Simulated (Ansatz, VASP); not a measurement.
**Two plane-wave programs on KF**

The input POSCAR:

```
KF
1.0
    0.0000000000      2.6735000000      2.6735000000
    2.6735000000      0.0000000000      2.6735000000
    2.6735000000      2.6735000000      0.0000000000
K F
1 1
Direct
    0.0374041519     -0.0374041519     -0.0374041519
    0.5000000000      0.5000000000      0.5000000000
```

Contents of INCAR.step1:

```
SYSTEM = KF
PREC = Accurate
ENCUT = 520
ISMEAR = 0
SIGMA = 0.05
LREAL = .False.
LASPH = .True.
NELM = 100
NBANDS = 15
GGA = PE
ALGO = Normal
EDIFF = 1E-4
LWAVE = .True.
LCHARG = .False.
```

File INCAR.step2:

```
SYSTEM = KF
PREC = Accurate
ENCUT = 520
EDIFF = 1E-7
ISMEAR = 0
SIGMA = 0.05
LREAL = .False.
LASPH = .True.
NELM = 100
ALGO = Normal
ISIF = 2
LWAVE = .False.
LCHARG = .True.
METAGGA = R2SCAN
LMIXTAU = .True.
LELF = .True.
LVHAR = .True.
NBANDS = 15
ISTART = 1
```

File KPOINTS:

```
regular mesh
0
Gamma
  8 8 8
  0 0 0
```

Input for Ansatz:

```yaml
crystal:
  lattice:
    - [0.0, 2.6735, 2.6735]
    - [2.6735, 0.0, 2.6735]
    - [2.6735, 2.6735, 0.0]
  atoms:
    - { symbol: K, position: [0.0374041519, -0.0374041519, -0.0374041519] }
    - { symbol: F, position: [0.5, 0.5, 0.5] }
basis:
  ecutwfc: 500
kpoints:
  mp_grid: { grid: [8, 8, 8] }
hamiltonian:
  xc: r2scan
scf:
  occupations: { method: gaussian, width: 0.05 }
output:
  forces: true
  stress: true
  eigenvalues: true
```

Change from the starting cell: all K atoms moved -0.200 Å, as atom 1 along Cartesian [1 0 0].

Alike in both runs: task single point; functional r2SCAN; k mesh 8 × 8 × 8; occupations gaussian, width 0.05 eV; no spin polarisation.

|  | VASP | Ansatz |
| --- | --- | --- |
| version | VASP 6.6.1 | Ansatz 0.2.0 |
| potentials or method | VASP PAW PBE potentials, release 64 (K_sv, F), cutoff 520 eV | scalar-relativistic, plane waves, PAW |
| valence electrons in the cell | 16 | 16 |

|  | VASP | Ansatz | Ansatz less VASP |
| --- | --- | --- | --- |
| gap on the k mesh at the Fermi level (eV) | 6.82 | 6.82 | +0.001 |
| least direct gap on the mesh (eV) | 6.82 | 6.82 | +0.001 |
| pressure (GPa) | 0.1 | 0.1 | +0.02 |
| traceless stress, the component that is largest in VASP (GPa) | 1.54 | 1.48 | -0.061 |
| rms of the force components (eV/Å) | 0.233 | 0.224 | -0.0094 |

VASP's potentials were made for PBE, not for r2SCAN. Atom by atom the forces differ by 0.009 eV/Å (rms over components). With one functional, cell and mesh, what is left measures potentials, basis and numerics.
